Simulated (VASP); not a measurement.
# Cd (Fm-3m) in VASP: a series of runs, part 2 of 2

VASP 6.6.1. The steps go on from the part before.

## (3) Single point, PBE (one atom moved)

Contents of INCAR:

```
  ALGO = Fast
  EDIFF = 1E-6
  ENCUT = 520
  GGA = PE
  ISIF = 2
  ISMEAR = 0
  LASPH = True
  LCHARG = False
  LREAL = False
  LWAVE = False
  NBANDS = 12
  NELM = 80
  PREC = Accurate
  SIGMA = 0.1
```

Contents of KPOINTS:

```
k-points
0
Gamma
  14 14 14
```

Contents of POSCAR:

```
Cd
1.0
    0.0000000000      2.2181497500      2.2181497500
    2.2181497500      0.0000000000      2.2181497500
    2.2181497500      2.2181497500      0.0000000000
Cd
1
Direct
    0.0399792665     -0.0224556525     -0.0427969302
```

Potentials or basis: VASP PAW PBE potentials, release 64 (Cd).

Run with:

```console
cat potpaw_PBE.64/Cd/POTCAR > POTCAR
mpirun -np 1 vasp_std > vasp.out
```

Wall time 8.6 s (1 thread of Intel Xeon Platinum 8559C (Emerald Rapids), shared host); peak memory 0.15 GiB.

Results (log left out):

```yaml
Free_energy: -0.7399 eV
Pressure: 2.5 GPa
Band_gap_on_the_k_mesh: zero (band 6 reaches 4.23 eV, above the bottom of band 7 at 1.52 eV)
```

Levels at points of the mesh, in eV from the Fermi level:
| k point | band 3 | band 4 | band 5 | band 6 | band 7 | band 8 | band 9 | band 10 |
| --- | --- | --- | --- | --- | --- | --- | --- | --- |
| (0.00, 0.00, 0.00) | -9.11 | -8.76 | -8.66 | -8.66 | 13.92 | 14.98 | 14.98 | 14.98 |
| (0.50, 0.00, 0.00) | -9.11 | -8.29 | -8.29 | -2.30 | -1.30 | 12.57 | 12.57 | 13.03 |
| (0.50, 0.50, 0.00) | -8.31 | -8.19 | -8.19 | -0.78 | 1.41 | 6.82 | 6.82 | 11.07 |

Caveat: the cell differs from its parent crystal (one atom moved).

## (4) Single point, PBE (one atom moved)

Contents of INCAR:

```
SYSTEM = Cd
PREC     = Accurate       ! precision mode
ENCUT    = 520            ! plane-wave cutoff, eV
EDIFF    = 1E-6           ! SCF threshold, eV
ISMEAR   = 0              ! smearing method
SIGMA    = 0.1            ! smearing width, eV
LREAL    = .False.        ! projectors in reciprocal space
LASPH    = .True.         ! aspherical terms in the spheres
NELM     = 80             ! most SCF steps
ALGO     = Fast           ! electronic algorithm
ISIF     = 2              ! what is computed and relaxed
LWAVE    = .False.        ! write WAVECAR
LCHARG   = .False.        ! write CHGCAR
GGA      = PE             ! functional
NBANDS   = 12             ! bands
```

Contents of KPOINTS:

```
Automatic mesh
0
Gamma
  14 14 14
  0 0 0
```

Changes to POSCAR since step 3:

```diff
@@ -8,2 +8,2 @@
 Direct
-    0.0399792665     -0.0224556525     -0.0427969302
+    0.0185762931     -0.0328855164     -0.0005026712
```

Run with:

```console
cat potpaw_PBE.64/Cd/POTCAR > POTCAR
mpirun -np 1 vasp_std > vasp.out
```

It took 8.4 s on 1 thread of Intel Xeon Platinum 8559C (Emerald Rapids), shared host; peak memory 0.15 GiB.

It converged, with:

* Free energy: -0.7399 eV
* Pressure: 2.5 GPa
* Band gap on the k mesh: zero (band 6 reaches 4.23 eV, above the bottom of band 7 at 1.52 eV)

Levels at points of the mesh, in eV from the Fermi level:
```tsv
k point	band 2	band 3	band 4	band 5	band 6	band 7	band 8	band 9	band 10	band 11
(0.00, 0.00, 0.00)	-9.11	-9.11	-8.76	-8.66	-8.66	13.92	14.98	14.98	14.98	18.35
(0.50, 0.00, 0.00)	-9.11	-9.11	-8.29	-8.29	-2.30	-1.30	12.57	12.57	13.03	16.43
(0.50, 0.50, 0.00)	-9.68	-8.31	-8.19	-8.19	-0.78	1.41	6.82	6.82	11.07	11.13
```

Caveat: the cell differs from its parent crystal (one atom moved).

## (5) Single point, PBE (one atom moved)

Contents of INCAR:

```
SYSTEM = Cd
ALGO = Normal
EDIFF = 1E-6
ENCUT = 520
GGA = PE
ISIF = 2
ISMEAR = 0
LASPH = .TRUE.
LCHARG = .FALSE.
LREAL = .FALSE.
LWAVE = .FALSE.
NBANDS = 12
NELM = 80
PREC = Accurate
SIGMA = 0.1
```

Contents of KPOINTS:

```
k-points
0
G
  14 14 14
  0 0 0
```

Changes to POSCAR since step 4:

```diff
@@ -8,2 +8,2 @@
 Direct
-    0.0185762931     -0.0328855164     -0.0005026712
+   -0.0053648317      0.0129161703     -0.0134571618
```

Potentials or basis: VASP PAW PBE potentials, release 64 (Cd).

Run with:

```console
cat potpaw_PBE.64/Cd/POTCAR > POTCAR
mpirun -np 1 vasp_std > vasp.out
```

OUTCAR:

```text
SYSTEM = Cd
   EDIFF = 1E-6
   ENCUT = 520
   GGA = PE
   ISIF = 2
   ISMEAR = 0
   LASPH = .TRUE.
   LREAL = .FALSE.
   NELM = 80
   PREC = Accurate

 ion  position               nearest neighbor table
   1  0.995  0.013  0.987-

  LATTYP: Found a face centered cubic cell.
 ALAT       =     4.4362995000

  Lattice vectors:

 A1 = (   0.0000000000,   2.2181497500,   2.2181497500)
 A2 = (   2.2181497500,   0.0000000000,   2.2181497500)
[... 540 lines left out ...]
     11      18.6945      0.00000
     12      22.9841      0.00000

 [... further k-points ...]

------------------------ aborting loop because EDIFF is reached ----------------------------------------

  FORCE on cell =-STRESS in cart. coord.  units (eV):
  Direction    XX          YY          ZZ          XY          YZ          ZX
  --------------------------------------------------------------------------------------
  -------------------------------------------------------------------------------------
  Total        0.3266005      0.3266005      0.3266005      0.0000000     -0.0000000      0.0000000
  in kB       23.9731376     23.9731376     23.9731376      0.0000000     -0.0000000      0.0000000
  external PRESSURE =      23.9731376 kB  Pullay stress =       0.0000000 kB

 VOLUME and BASIS-vectors are now :
 -----------------------------------------------------------------------------
  energy-cutoff  :      520.00
  volume of cell :       21.83
      direct lattice vectors                 reciprocal lattice vectors
     0.000000000  2.218149750  2.218149750    -0.225413095  0.225413095  0.225413095
     2.218149750  0.000000000  2.218149750     0.225413095 -0.225413095  0.225413095
     2.218149750  2.218149750  0.000000000     0.225413095  0.225413095 -0.225413095

 POSITION                                       TOTAL-FORCE (eV/Angst)
 -----------------------------------------------------------------------------------
      2.21695      4.39455      2.23490        -0.000000      0.000000      0.000000
 -----------------------------------------------------------------------------------
    total drift:                                0.000001     -0.000001     -0.000030

  FREE ENERGIE OF THE ION-ELECTRON SYSTEM (eV)
  ---------------------------------------------------
  free  energy   TOTEN  =        -0.7398731265 eV

  energy  without entropy=       -0.7393227713  energy(sigma->0) =       -0.73959795
```

OSZICAR:

```text
N       E                     dE             d eps       ncg     rms          rms(c)
DAV:   1     0.709335404252E+02    0.70934E+02   -0.70631E+03  2696   0.100E+03
DAV:   2     0.534257344658E+00   -0.70399E+02   -0.66840E+02  2668   0.237E+02
DAV:   3    -0.783668790818E+00   -0.13179E+01   -0.13171E+01  3024   0.364E+01
DAV:   4    -0.785309496076E+00   -0.16407E-02   -0.16407E-02  2748   0.128E+00
DAV:   5    -0.785313065681E+00   -0.35696E-05   -0.35693E-05  3032   0.601E-02    0.310E+00
DAV:   6    -0.741657064709E+00    0.43656E-01   -0.11885E-01  2944   0.439E+00    0.248E+00
DAV:   7    -0.739649637700E+00    0.20074E-02   -0.11303E-02  2964   0.112E+00    0.122E+00
DAV:   8    -0.739837998999E+00   -0.18836E-03   -0.14381E-03  2656   0.514E-01    0.594E-02
DAV:   9    -0.739867572564E+00   -0.29574E-04   -0.11434E-05  2976   0.320E-02    0.129E-02
DAV:  10    -0.739873204324E+00   -0.56318E-05   -0.42996E-06  2660   0.231E-02    0.132E-03
DAV:  11    -0.739873126519E+00    0.77805E-07   -0.13701E-08  1488   0.129E-03
   1 F= -.73987313E+00 E0= -.73959795E+00  d E =-.550355E-03
```

It took 7.8 s on 1 thread of Intel Xeon Platinum 8559C (Emerald Rapids), shared host; peak memory 0.15 GiB.

Results:

```
Free energy            : -0.7399 eV
Pressure               : 2.4 GPa
Band gap on the k mesh : zero (band 6 reaches 4.23 eV, above the bottom of band 7 at 1.52 eV)
```

Levels at points of the mesh, in eV from the Fermi level:
```csv
k point,band 3,band 4,band 5,band 6,band 7,band 8,band 9,band 10
"(0.00, 0.00, 0.00)",-9.11,-8.76,-8.66,-8.66,13.92,14.98,14.98,14.98
"(0.50, 0.00, 0.00)",-9.11,-8.29,-8.29,-2.30,-1.30,12.57,12.57,13.03
"(0.50, 0.50, 0.00)",-8.31,-8.19,-8.19,-0.78,1.41,6.82,6.82,11.07
```

Caveat: the cell differs from its parent crystal (one atom moved).
